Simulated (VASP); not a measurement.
# SbP in VASP: a series of runs

Runs on SbP. Level: PBE. Tasks: single point.

All numbers are computed with VASP 6.6.1; they aren't measurements. Logs are shortened: lines on timing, memory, paths and dates and some standing lists are left out, and cuts for length are marked.

**1. The cell of the first run**

Symmetry: R3m, No. 160, trigonal system. The conventional cell has a = 3.971 Å, b = 3.971 Å, c = 10.500 Å, α = 90.00°, β = 90.00°, γ = 120.00°. Within 3.5 Å of Sb (site symmetry 3m) lie 6 P at 2.65 to 3.15 Å. Within 3.5 Å of P (site symmetry 3m) lie 6 Sb at 2.65 to 3.15 Å.

**2. Single point, PBE**

INCAR reads:

```
PREC = Accurate ; ENCUT = 520
EDIFF = 1E-6 ; ISMEAR = 0
SIGMA = 0.1 ; LREAL = F
LASPH = T ; NELM = 60
ALGO = Normal ; ISIF = 2
LWAVE = F ; LCHARG = F
GGA = PE ; NBANDS = 12
```

KPOINTS reads:

```
regular mesh
0
Gamma
  6 6 6
```

POSCAR reads:

```
SbP
1.0
    1.9853559894      1.1462458149      3.4998365235
   -1.9853559894      1.1462458149      3.4998365235
    0.0000000000     -2.2924916299      3.4998365235
Sb P
1 1
Direct
    0.4806115194      0.4806115194      0.4806115194
    0.0201312694      0.0201312694      0.0201312694
```

Potentials or basis: VASP PAW PBE potentials, release 64 (Sb, P).

Started as:

```console
> cat potpaw_PBE.64/Sb/POTCAR potpaw_PBE.64/P/POTCAR > POTCAR
> mpirun -np 1 vasp_std > vasp.out
```

OUTCAR:

```text
PREC = Accurate
   ENCUT = 520
   EDIFF = 1E-6
   ISMEAR = 0
   LREAL = F
   LASPH = T
   NELM = 60
   ISIF = 2
   GGA = PE

 ion  position               nearest neighbor table
   1  0.481  0.481  0.481-   2 2.65   2 2.65   2 2.65   2 3.15   2 3.15   2 3.15
   2  0.020  0.020  0.020-   1 2.65   1 2.65   1 2.65   1 3.15   1 3.15   1 3.15

  LATTYP: Found a trigonal (rhomboedric) cell.
 ALAT       =     4.1838228409
 COS(alpha) =     0.5496395926

  Lattice vectors:

 A1 = (   1.9853559894,   1.1462458149,   3.4998365235)
 A2 = (  -1.9853559894,   1.1462458149,   3.4998365235)
 A3 = (   0.0000000000,  -2.2924916299,   3.4998365235)

Analysis of symmetry for initial positions (statically):
=====================================================================
 Subroutine PRICEL returns:
 Original cell was already a primitive cell.

 Routine SETGRP: Setting up the symmetry group for a
 trigonal (rhombohedral) supercell.

 Subroutine GETGRP returns: Found  6 space group operations
 (whereof  6 operations were pure point group operations)
 out of a pool of 12 trial point group operations.

The static configuration has the point symmetry C_3v.

Analysis of symmetry for dynamics (positions and initial velocities):
=====================================================================
 Subroutine PRICEL returns:
 Original cell was already a primitive cell.

 Routine SETGRP: Setting up the symmetry group for a
 trigonal (rhombohedral) supercell.

 Subroutine GETGRP returns: Found  6 space group operations
 (whereof  6 operations were pure point group operations)
 out of a pool of 12 trial point group operations.

The dynamic configuration has the point symmetry C_3v.

 Subroutine INISYM returns: Found  6 space group operations
 (whereof  6 operations are pure point group operations),
 and found     1 'primitive' translations

----------------------------------------------------------------------------------------

                                     Primitive cell

  volume of cell :      47.7876

  direct lattice vectors                    reciprocal lattice vectors
     1.985355989  1.146245815  3.499836523     0.251844003  0.145402203  0.095242544
    -1.985355989  1.146245815  3.499836523    -0.251844003  0.145402203  0.095242544
     0.000000000 -2.292491630  3.499836523     0.000000000 -0.290804406  0.095242544

  length of vectors
     4.183822841  4.183822841  4.183822841     0.306003831  0.306003831  0.306003831

  position of ions in fractional coordinates (direct lattice)
     0.480611519  0.480611519  0.480611519
     0.020131269  0.020131269  0.020131269

  ion indices of the primitive-cell ions
   primitive index   ion index
                 1           1
                 2           2

----------------------------------------------------------------------------------------

 KPOINTS: regular mesh

Automatic generation of k-mesh.
 Grid dimensions read from file:
 generate k-points for:    6    6    6

 Generating k-lattice:

  Cartesian coordinates                     Fractional coordinates (reciprocal lattice)
     0.041974001  0.024233700  0.015873757     0.166666667 -0.000000000  0.000000000
    -0.041974001  0.024233700  0.015873757    -0.000000000  0.166666667  0.000000000
     0.000000000 -0.048467401  0.015873757     0.000000000  0.000000000  0.166666667

  Length of vectors
     0.051000639  0.051000639  0.051000639

  Shift w.r.t. Gamma in fractional coordinates (k-lattice)
     0.000000000  0.000000000  0.000000000

 Subroutine IBZKPT returns following result:
 ===========================================

 Found     32 irreducible k-points:

 Following reciprocal coordinates:
            Coordinates               Weight
  0.000000  0.000000  0.000000      1.000000
  0.166667 -0.000000 -0.000000      6.000000
  0.333333  0.000000 -0.000000      6.000000
  0.500000  0.000000 -0.000000      3.000000
  0.166667  0.166667 -0.000000      6.000000
  0.333333  0.166667 -0.000000     12.000000
[... 16 lines left out ...]
  0.500000  0.500000  0.166667      6.000000
 -0.333333  0.500000  0.166667     12.000000
 [... further k-points ...]
   k-points           NKPTS =     32   k-points in BZ     NKDIM =     32   number of bands    NBANDS=     12
   number of dos      NEDOS =    301   number of ions     NIONS =      2
   total plane-waves  NPLWV =  32768
   dimension x,y,z NGX =    32 NGY =   32 NGZ =   32
   dimension x,y,z NGXF=    64 NGYF=   64 NGZF=   64
   ions per type =               1   1
   NGX,Y,Z   is equivalent  to a cutoff of  12.72, 12.72, 12.72 a.u.
   NGXF,Y,Z  is equivalent  to a cutoff of  25.43, 25.43, 25.43 a.u.
 SYSTEM =  unknown system
   PREC   = accura    normal or accurate (medium, high low for compatibility)
   ISTART =      0    job   : 0-new  1-cont  2-samecut
   ICHARG =      2    charge: 1-file 2-atom 10-const
   ISPIN  =      1    spin polarized calculation?
   LNONCOLLINEAR =      F non collinear calculations
   LSORBIT =      F    spin-orbit coupling
   LASPH  =      T    aspherical Exc in radial PAW
   ENCUT  =  520.0 eV  38.22 Ry    6.18 a.u.   7.78  7.78  7.78*2*pi/ulx,y,z
   NELM   =     60;   NELMIN=  2; NELMDL= -5     # of ELM steps
   EDIFF  = 0.1E-05   stopping-criterion for ELM
   LREAL  =      F    real-space projection
   EDIFFG = 0.1E-04   stopping-criterion for IOM
   NSW    =      0    number of steps for IOM
   IBRION =     -1    ionic relax: 0-MD 1-quasi-New 2-CG
   NFREE  =      0    steps in history (QN), initial steepest desc. (CG)
   ISIF   =      2    stress and relaxation
   ISYM   =      2    0-nonsym 1-usesym 2-fastsym
   POTIM  = 0.5000    time-step for ionic-motion
   TEBEG  =    0.0;   TEEND  =   0.0 temperature during run
   PSTRESS=    0.0 pullay stress
   NELECT =      10.0000    total number of electrons
   NUPDOWN=      -1.0000    fix difference up-down
   EMIN   =  10.00;   EMAX   =-10.00  energy-range for DOS
   EFERMI =   0.00;   METHOD = LEGACY
   ISMEAR =     0;   SIGMA  =   0.10  broadening in eV -4-tet -1-fermi 0-gaus
   EFERMI_NEDOS =   21; number of points for ismear=-14 and -15
   IALGO  =     38    algorithm
   IMIX   =      4    mixing-type and parameters
     AMIX     =   0.40;   BMIX     =  1.00
     AMIX_MAG =   1.60;   BMIX_MAG =  1.00
  volume/ion in A,a.u.               =      23.89       161.24
  Fermi-wavevector in a.u.,A,eV,Ry     =   0.971933  1.836688 12.852801  0.944654
  Thomas-Fermi vector in A             =   2.102191
   LORBIT       =      0    0 simple, 1 ext, 2 COOP (PROOUT), +10 PAW based schemes
   GGA     = PE    functional components
   LHFCALC =     F    Hartree Fock is set to
   AEXX    =    0.0000 exact exchange contribution
   IVDW    =     0    specifies the selected vdW correction
   LEPSILON=     F    determine dielectric tensor
   LRPA    =     F    only Hartree local field effects (RPA)
 non-spin polarized calculation
 Gauss-broadening in eV      SIGMA  =   0.10
  energy-cutoff  :      520.00
  volume of cell :       47.79
 maximum number of plane-waves:      1306
   NGX = 15   NGY = 15   NGZ = 15

 number of electron      10.0000000 magnetization

 Free energy of the ion-electron system (eV)
  ---------------------------------------------------
  ext. energy  EPLUGINS =         0.00000000
  ---------------------------------------------------
  free energy    TOTEN  =        -9.39348542 eV

  energy without entropy =       -9.39190898  energy(sigma->0) =       -9.39269720

 E-fermi :   7.4243     XC(G=0):  -9.8620

 val. band max:        7.4242060957   @ k =   0.3333   0.1667   0.1667
 cond. band min:       7.7621001851   @ k =   0.5000   0.5000   0.5000
 fundamental gap:      0.3378940895
 Fermi energy:         7.4243336927

 k-point     1 :       0.0000    0.0000    0.0000
  band No.  band energies     occupation
      1      -6.3995      2.00000
      2       2.7390      2.00000
      3       5.0782      2.00000
      4       5.2285      2.00000
      5       5.2285      2.00000
      6       9.3883      0.00000
      7      10.3726      0.00000
      8      10.3726      0.00000
      9      12.9993      0.00000
     10      12.9993      0.00000
     11      13.5333      0.00000
     12      14.6783      0.00000

 k-point     2 :       0.1667   -0.0000   -0.0000
  band No.  band energies     occupation
      1      -6.0536      2.00000
      2       1.3273      2.00000
      3       5.0349      2.00000
      4       5.1085      2.00000
      5       5.8300      2.00000
      6       9.2045      0.00000
      7       9.7524      0.00000
      8       9.7742      0.00000
      9      12.2799      0.00000
     10      12.9933      0.00000
     11      13.1103      0.00000
     12      16.5589      0.00000

 k-point     3 :       0.3333    0.0000   -0.0000
  band No.  band energies     occupation
      1      -5.0451      2.00000
      2      -1.0005      2.00000
      3       4.9249      2.00000
      4       5.0111      2.00000
      5       6.4730      2.00000
      6       8.1828      0.00000
      7       8.4294      0.00000
      8       8.6538      0.00000
      9      13.5678      0.00000
     10      14.2325      0.00000
     11      14.8408      0.00000
     12      18.9931      0.00000

 k-point     4 :       0.5000    0.0000   -0.0000
  band No.  band energies     occupation
      1      -3.8492      2.00000
      2      -2.7042      2.00000
      3       4.8575      2.00000
      4       5.0739      2.00000
      5       7.0386      2.00000
      6       7.2136      1.99712
      7       7.8887      0.00000
      8       8.1953      0.00000
      9      15.4763      0.00000
     10      15.9917      0.00000
     11      17.0650      0.00000
     12      17.4309      0.00000

 k-point     5 :       0.1667    0.1667   -0.0000
  band No.  band energies     occupation
      1      -5.9662      2.00000
      2       1.3237      2.00000
      3       4.2968      2.00000
      4       4.6030      2.00000
      5       6.5713      2.00000
      6       8.4639      0.00000
      7       9.6591      0.00000
      8      10.8760      0.00000
      9      12.1886      0.00000
     10      13.8371      0.00000
     11      13.9602      0.00000
     12      15.4149      0.00000
[... 228 lines left out ...]
      1      -3.4871      2.00000
      2      -2.1365      2.00000
      3       2.4581      2.00000
      4       2.5997      2.00000
      5       6.3735      2.00000
      6       8.1749      0.00000
      7      11.1730      0.00000
      8      11.7528      0.00000
      9      13.5978      0.00000
     10      14.1323      0.00000
     11      17.9735      0.00000
     12      18.2419      0.00000

 k-point    22 :      -0.1667    0.3333    0.1667
  band No.  band energies     occupation
      1      -4.2319      2.00000
      2      -1.3411      2.00000
      3       2.6181      2.00000
      4       3.6866      2.00000
      5       5.4208      2.00000
      6       8.7752      0.00000
      7      10.6210      0.00000
      8      10.7654      0.00000
      9      12.9792      0.00000
     10      15.9916      0.00000
     11      16.5329      0.00000
     12      17.7162      0.00000

 k-point    23 :       0.5000    0.5000    0.1667
  band No.  band energies     occupation
      1      -4.1178      2.00000
      2      -0.9885      2.00000
      3       1.6701      2.00000
      4       3.6448      2.00000
      5       4.3199      2.00000
      6       9.4301      0.00000
      7      11.3756      0.00000
      8      12.6519      0.00000
      9      13.0920      0.00000
     10      17.0156      0.00000
     11      17.3914      0.00000
     12      17.7654      0.00000

 k-point    24 :      -0.3333    0.5000    0.1667
  band No.  band energies     occupation
      1      -3.4641      2.00000
      2      -1.6391      2.00000
      3       1.5418      2.00000
      4       2.4896      2.00000
      5       5.3488      2.00000
      6       9.4537      0.00000
      7      10.7376      0.00000
      8      12.9994      0.00000
      9      13.6269      0.00000
     10      15.4598      0.00000
     11      17.7342      0.00000
     12      18.6663      0.00000

 [... further k-points ...]
[... 5 lines left out ...]
  --------------------------------------------------------------------------------------
  -------------------------------------------------------------------------------------
  Total       -0.0177144     -0.0177144      0.0681490      0.0000000     -0.0000000      0.0000000
  in kB       -0.5939113     -0.5939113      2.2848338      0.0000000     -0.0000000      0.0000000
  external PRESSURE =       0.3656704 kB  Pullay stress =       0.0000000 kB

 VOLUME and BASIS-vectors are now :
 -----------------------------------------------------------------------------
  energy-cutoff  :      520.00
  volume of cell :       47.79
      direct lattice vectors                 reciprocal lattice vectors
     1.985355989  1.146245815  3.499836523     0.251844003  0.145402203  0.095242544
    -1.985355989  1.146245815  3.499836523    -0.251844003  0.145402203  0.095242544
     0.000000000 -2.292491630  3.499836523     0.000000000 -0.290804406  0.095242544

 POSITION                                       TOTAL-FORCE (eV/Angst)
 -----------------------------------------------------------------------------------
      0.00000     -0.00000      5.04619         0.000000     -0.000000      0.018455
      0.00000     -0.00000      0.21137         0.000000      0.000000     -0.018455
 -----------------------------------------------------------------------------------
    total drift:                                0.000000      0.000000      0.000600

  FREE ENERGIE OF THE ION-ELECTRON SYSTEM (eV)
  ---------------------------------------------------
  free  energy   TOTEN  =        -9.3934854169 eV

  energy  without entropy=       -9.3919089839  energy(sigma->0) =       -9.39269720
```

Wall time 12 s (1 thread of Intel Xeon 6975P-C, shared host); peak memory 0.18 GiB.

What came out:

```
Free energy            : -9.3935 eV
Pressure               : 0.0 GPa
Largest force          : 0.018 eV/Å
Band gap on the k mesh : zero (band 5 reaches 7.42 eV, above the bottom of band 6 at 7.21 eV)
```

Forces on the atoms (eV/Å):
```
Sb   0.000  0.000  0.018
P    0.000  0.000 -0.018
```

Caveat: spin-orbit coupling is left out, which moves the levels of the heavy elements.

**3. Single point, PBE**

This run uses another cell than the first one: it holds 4 atoms, not 2.

INCAR reads:

```
PREC = Accurate
ENCUT = 520
EDIFF = 1E-6
ISMEAR = 0
SIGMA = 0.2
LREAL = F
LASPH = T
NELM = 100
ALGO = Normal
ISIF = 2
LWAVE = F
LCHARG = T
GGA = PE
LELF = T
LVHAR = T
NBANDS = 18
```

KPOINTS is that of step 2.

POSCAR reads:

```
SbP
1.0
    0.0012796848     -2.8038500366     -2.8072191838
   -2.8083570923      0.0063079760     -2.8120357312
    3.0974173796      3.1148276333     -5.9164095013
Sb P
2 2
Direct
    0.2399934221      0.2402282176      0.2796349129
    0.7398676240      0.7411337749      0.7796447121
    1.0099055452      1.0098075482     -0.0295496346
    0.5102334088      0.5088304593      0.4702700096
```

Potentials or basis: VASP PAW PBE potentials, release 64 (Sb, P).

Started as:

```console
> cat potpaw_PBE.64/Sb/POTCAR potpaw_PBE.64/P/POTCAR > POTCAR
> mpirun -np 1 vasp_std > vasp.out
```

It took 2.7 min on 1 thread of Intel Xeon 6975P-C, shared host; peak memory 0.33 GiB.

The run converged. Its results:

```yaml
Free_energy: -18.7820 eV
Pressure: 0.0 GPa
Largest_force: 0.020 eV/Å
Band_gap_on_the_k_mesh: zero (band 10 reaches 7.42 eV, above the bottom of band 11 at 7.20 eV)
```

Forces in eV/Å, atoms in the order of the input:
```
Sb  -0.008 -0.012  0.011
Sb  -0.003 -0.006  0.009
P    0.006  0.004 -0.005
P    0.004  0.013 -0.014
```

Levels at points of the mesh, in eV from the Fermi level:
```
           k point  band 7  band 8  band 9  band 10  band 11  band 12  band 13  band 14
(0.00, 0.00, 0.00)   -2.16   -1.86   -1.86    -0.53     0.35     0.38     1.46     1.99
(0.50, 0.00, 0.00)   -3.51   -3.51   -2.69    -2.69     1.94     1.94     2.81     2.81
(0.00, 0.50, 0.00)   -3.49   -3.49   -2.69    -2.69     1.94     1.95     2.82     2.83
(0.50, 0.50, 0.00)   -4.08   -2.54   -2.34    -0.37    -0.19     0.48     0.79     1.34
(0.00, 0.00, 0.50)   -2.07   -2.06   -0.88    -0.88     1.48     1.49     1.49     1.50
(0.50, 0.00, 0.50)   -4.08   -2.55   -2.33    -0.37    -0.19     0.48     0.79     1.33
(0.00, 0.50, 0.50)   -4.09   -2.53   -2.30    -0.35    -0.18     0.51     0.81     1.33
(0.50, 0.50, 0.50)   -3.51   -3.51   -2.69    -2.69     1.94     1.95     2.81     2.81
```

Caveat: spin-orbit coupling is left out, which moves the levels of the heavy elements.

**4. Single point, PBE**

INCAR reads:

```
PREC = Accurate ; ENCUT = 520
EDIFF = 1E-7 ; ISMEAR = 0
SIGMA = 0.1 ; LREAL = F
LASPH = T ; NELM = 100
ALGO = Normal ; ISIF = 2
LWAVE = F ; LCHARG = F
GGA = PE ; NBANDS = 12
```

KPOINTS reads:

```
Automatic mesh
0
Gamma
  18 18 18
```

POSCAR reads:

```
SbP
1.0
    1.9839863458      1.1454550508      3.5006101914
   -1.9839863458      1.1454550508      3.5006101914
    0.0000000000     -2.2909101016      3.5006101913
Sb P
1 1
Direct
    0.4812564214      0.4812564214      0.4812564214
    0.0194863674      0.0194863674      0.0194863674
```

Started as:

```console
> cat potpaw_PBE.64/Sb/POTCAR potpaw_PBE.64/P/POTCAR > POTCAR
> mpirun -np 1 vasp_std > vasp.out
```

It took 3.2 min on 1 thread of Intel Xeon 6975P-C, shared host; peak memory 0.45 GiB.

The run converged. Its results:

```yaml
Free_energy: -9.3620 eV
Pressure: 0.0 GPa
Largest_force: 0.024 eV/Å
Band_gap_on_the_k_mesh: zero (band 5 reaches 7.48 eV, above the bottom of band 6 at 7.23 eV)
```

Forces in eV/Å, atoms in the order of the input:
```
Sb   0.000  0.000  0.024
P    0.000  0.000 -0.024
```

Levels at points of the mesh, in eV from the Fermi level:
```csv
k point,band 2,band 3,band 4,band 5,band 6,band 7,band 8,band 9
"(0.00, 0.00, 0.00)",-4.63,-2.32,-2.12,-2.12,2.07,3.02,3.02,5.62
"(0.50, 0.00, 0.00)",-10.08,-2.47,-2.28,-0.34,-0.16,0.49,0.78,8.12
"(0.50, 0.50, 0.00)",-8.38,-5.80,-4.08,-4.06,1.39,5.26,6.01,6.73
"(0.50, 0.50, 0.50)",-9.35,-1.80,-1.80,-0.47,0.38,0.38,1.50,7.54
```

Caveat: spin-orbit coupling is left out, which moves the levels of the heavy elements.

**5. Overview**

| cell | k mesh | smearing | gap on the mesh (eV) | pressure (GPa) | largest force (eV/Å) |
| --- | --- | --- | --- | --- | --- |
| a = 4.184 Å, angles 56.7°, 2 atoms | 6 × 6 × 6 | gaussian 0.1 eV | none | 0.0 | 0.02 |
| a = 3.968, b = 3.974, c = 7.369 Å, angles 74.2, 74.4, 60.0°, 4 atoms | 6 × 6 × 6 | gaussian 0.2 eV | none | 0.0 | 0.02 |
| a = 4.184 Å, angles 56.6°, 2 atoms | 18 × 18 × 18 | gaussian 0.1 eV | none | 0.0 | 0.02 |

Alike in all rows: task single point; level PBE; potentials or basis VASP PAW PBE potentials, release 64 (Sb, P); no spin polarisation; cutoff (eV) 520.

Caveats: spin-orbit coupling is left out, which moves the levels of the heavy elements.

Absolute energies hang on the potentials; compare differences alone.
